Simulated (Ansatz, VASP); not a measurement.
**Two plane-wave programs on Cu**

The input INCAR:

```
PREC = Accurate
ENCUT = 520
EDIFF = 1E-7
ISMEAR = 0
SIGMA = 0.15
LREAL = False
LASPH = True
NELM = 100
ALGO = Fast
ISIF = 2
LWAVE = False
LCHARG = False
GGA = PS
NBANDS = 12
```

The input KPOINTS:

```
Automatic mesh
0
Gamma
  34 34 34
```

Contents of POSCAR:

```
Cu
1.0
   -1.4217797220      1.4217797220      1.4049711508
    1.4217797220     -1.4217797220      1.4049711508
    1.4217797220      1.4217797220     -1.4049711508
Cu
1
Direct
    0.0000000000      0.0000000000      0.0000000000
```

Input for Ansatz:

```yaml
crystal:
  lattice:
    - [-1.421779722, 1.421779722, 1.4049711508]
    - [1.421779722, -1.421779722, 1.4049711508]
    - [1.421779722, 1.421779722, -1.4049711508]
  atoms:
    - { symbol: Cu, position: [0.0, 0.0, 0.0] }
basis:
  ecutwfc: 420
kpoints:
  mp_grid: { grid: [34, 34, 34] }
hamiltonian:
  xc: pbesol
scf:
  occupations: { method: gaussian, width: 0.15 }
output:
  forces: true
  stress: true
  eigenvalues: true
```

Alike in both runs: task single point; functional PBEsol; k mesh 34 × 34 × 34; occupations gaussian, width 0.15 eV; no spin polarisation.

|  | VASP | Ansatz |
| --- | --- | --- |
| version | VASP 6.6.1 | Ansatz 0.2.0 |
| potentials or method | VASP PAW PBE potentials, release 64 (Cu), cutoff 520 eV | scalar-relativistic, plane waves, PAW |
| valence electrons in the cell | 11 | 19 |

|  | VASP | Ansatz | Ansatz less VASP |
| --- | --- | --- | --- |
| gap on the k mesh at the Fermi level (eV) | none | none | - |
| pressure (GPa) | 1.0 | -0.1 | -1.10 |
| traceless stress, the component that is largest in VASP (GPa) | -0.07 | -0.07 | -0.002 |

VASP's potentials were made for PBE, not for PBEsol. A gap of «none» marks a metal or a gap that the smearing closes. VASP's potentials hold 11 valence electrons a cell and Ansatz's 19, so a difference there can come from the potentials and not from the codes.
